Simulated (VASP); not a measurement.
Write the native input for VASP 6.6.1 that does the following.

```yaml
Task: single point
Functional: r2SCAN
Potentials_or_basis: VASP PAW PBE potentials, release 64 (Ti_sv, O)
Cutoff: 520 eV
k_mesh: 6 × 6 × 6
Occupations: gaussian, width 0.02 eV
Spin: no spin polarisation
Dipole_correction: no
Further_INCAR_settings: ALGO = Normal; EDIFF = 1e-07; NBANDS = 60
```

The system is TiO2.

```
Ti O
1.0
     4.80401    0.00000   -0.00166
     0.00000    4.86612    0.00000
    -0.86304    0.00000    4.96626
Ti O
4 8
Direct
  0.27700 0.44551 0.71454
  0.72300 0.94551 0.78546
  0.72300 0.55449 0.28546
  0.27700 0.05449 0.21454
  0.44631 0.74203 0.96336
  0.55369 0.24203 0.53664
  0.55369 0.25797 0.03664
  0.44631 0.75797 0.46336
  0.06350 0.32231 0.35224
  0.93650 0.82231 0.14776
  0.93650 0.67769 0.64776
  0.06350 0.17769 0.85224
```

These files were run (other wordings do the same):

POSCAR

```
TiO2
1.0
    4.8040124759      0.0000000000     -0.0016561622
    0.0000000000      4.8661213081      0.0000000000
   -0.8630369928      0.0000000000      4.9662637556
Ti O
4 8
Direct
    0.2770023645      0.4455126414      0.7145424965
    0.7229976355      0.9455126414      0.7854575035
    0.7229976355      0.5544873586      0.2854575035
    0.2770023645      0.0544873586      0.2145424965
    0.4463054598      0.7420254003      0.9633571886
    0.5536945402      0.2420254003      0.5366428114
    0.5536945402      0.2579745997      0.0366428114
    0.4463054598      0.7579745997      0.4633571886
    0.0635040139      0.3223115323      0.3522448144
    0.9364959861      0.8223115323      0.1477551856
    0.9364959861      0.6776884677      0.6477551856
    0.0635040139      0.1776884677      0.8522448144
```

INCAR.step1

```
PREC = Accurate
ENCUT = 520
ISMEAR = 0
SIGMA = 0.02
LREAL = F
LASPH = T
NELM = 80
NBANDS = 60
GGA = PE
ALGO = Normal
EDIFF = 1E-4
LWAVE = T
LCHARG = F
```

INCAR.step2

```
PREC = Accurate
ENCUT = 520
EDIFF = 1E-7
ISMEAR = 0
SIGMA = 0.02
LREAL = F
LASPH = T
NELM = 80
ALGO = Normal
ISIF = 2
LWAVE = F
LCHARG = F
METAGGA = R2SCAN
LMIXTAU = T
NBANDS = 60
ISTART = 1
```

KPOINTS

```
regular mesh
0
Gamma
  6 6 6
```

Potentials or basis: VASP PAW PBE potentials, release 64 (Ti_sv, O).

Command:

```sh
$ cat potpaw_PBE.64/Ti_sv/POTCAR potpaw_PBE.64/O/POTCAR > POTCAR
$ cp INCAR.step1 INCAR
$ mpirun -np 1 vasp_std > vasp.out
$ cp INCAR.step2 INCAR
$ mpirun -np 1 vasp_std > vasp.out
```

Results of the run:

```json
{
  "Pressure": "1.5 GPa",
  "Largest force": "0.103 eV/Å",
  "Band gap on the k mesh": "2.72 eV, indirect (least direct gap 2.81 eV)"
}
```

Caveat: the PAW data sets were made with another functional, which shifts forces and pressure a little.

Wall time 28 min on 1 thread of Intel(R) Xeon(R) 6975P-C (Granite Rapids) (shared host), peak memory 0.5 GiB.
